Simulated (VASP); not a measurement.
## Al2Cu: single point with LDA

The system is Al2Cu.

```
Al Cu
1.0
    -1.97801    1.97801    2.83511
     1.97801   -1.97801    2.83511
     2.03133    2.03133   -2.83511
Al Cu
2 1
Cartesian
  0.0267 2.0047 1.4176
  2.0047 0.0267 1.4176
  0.0000 0.0000 2.8351
```

This cell differs from its parent crystal: strain +e along x and -e along y -0.0133, strain +e along z and -e/2 along x and y +0.0000.

```yaml
Program: VASP 6.6.1
Task: single point
Functional: LDA
Potentials_or_basis: VASP PAW LDA potentials, release 64 (Al, Cu)
Cutoff: 520 eV
k_mesh: 14 × 14 × 14
Occupations: gaussian, width 0.15 eV
Spin: no spin polarisation
Dipole_correction: no
Further_INCAR_settings: ALGO = Fast; EDIFF = 1e-06; NBANDS = 16
```

- Pressure: 0.4 GPa
- Band gap on the k mesh: zero (an odd number of electrons rules out a gap without spin polarisation)

Stress tensor (GPa, compression positive):
```
 0.47 -1.43  0.00
-1.43  0.47  0.00
 0.00  0.00  0.31
```

Levels at points of the mesh, in eV from the Fermi level:
```
           k point  band 5  band 6  band 7  band 8  band 9  band 10  band 11  band 12  band 13  band 14
(0.00, 0.00, 0.00)   -4.24   -4.20    2.83    2.89    2.93     3.03     3.04     3.19     4.52     6.70
(0.50, 0.00, 0.00)   -4.19   -4.16   -4.14    0.51    0.72     2.93     3.06     4.03     4.50     9.80
(0.50, 0.50, 0.00)   -4.27   -4.06   -3.86   -2.17   -2.08     0.28     1.45     9.16    10.63    11.03
(0.00, 0.00, 0.50)   -4.29   -4.05   -3.95   -2.00   -1.90     0.61     1.61     9.14    10.76    11.22
(0.50, 0.50, 0.50)   -4.27   -4.06   -3.90   -2.13   -1.94     0.45     1.53     9.13    10.47    10.98
```

Wall time 3.7 min on 1 thread of Intel(R) Xeon(R) Platinum 8559C (Emerald Rapids), with other jobs on the host, peak memory 0.39 GiB.

Caveat: the cell differs from its parent crystal (strain +e along x and -e along y -0.0133, strain +e along z and -e/2 along x and y +0.0000).
